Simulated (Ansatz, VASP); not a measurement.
# TePb in VASP and in Ansatz

```
Te Pb
1.0
     0.00000    3.23772    3.23772
     3.23772    0.00000    3.23772
     3.23772    3.23772    0.00000
Te Pb
1 1
Direct
  0.50000 0.50000 0.50000
  0.00000 0.00000 0.00000
```

Change from the starting cell: volume scaled by 1.01.

Alike in both runs: task single point; functional PBEsol; k mesh 10 × 10 × 10; occupations fermi-dirac, width 0.03 eV; no spin polarisation.

```csv
,VASP,Ansatz
version,VASP 6.6.1,Ansatz 0.2.0
potentials or method,"VASP PAW PBE potentials, release 64 (Te, Pb_d), cutoff 520 eV","all-electron LAPW, scalar-relativistic"
```

|  | VASP | Ansatz | Ansatz less VASP |
| --- | --- | --- | --- |
| pressure (GPa) | -0.7 | -0.6 | +0.05 |

VASP's potentials were made for PBE, not for PBEsol. Ansatz ran all-electron here, and VASP with PAW potentials.

Neither program's run includes spin-orbit coupling.
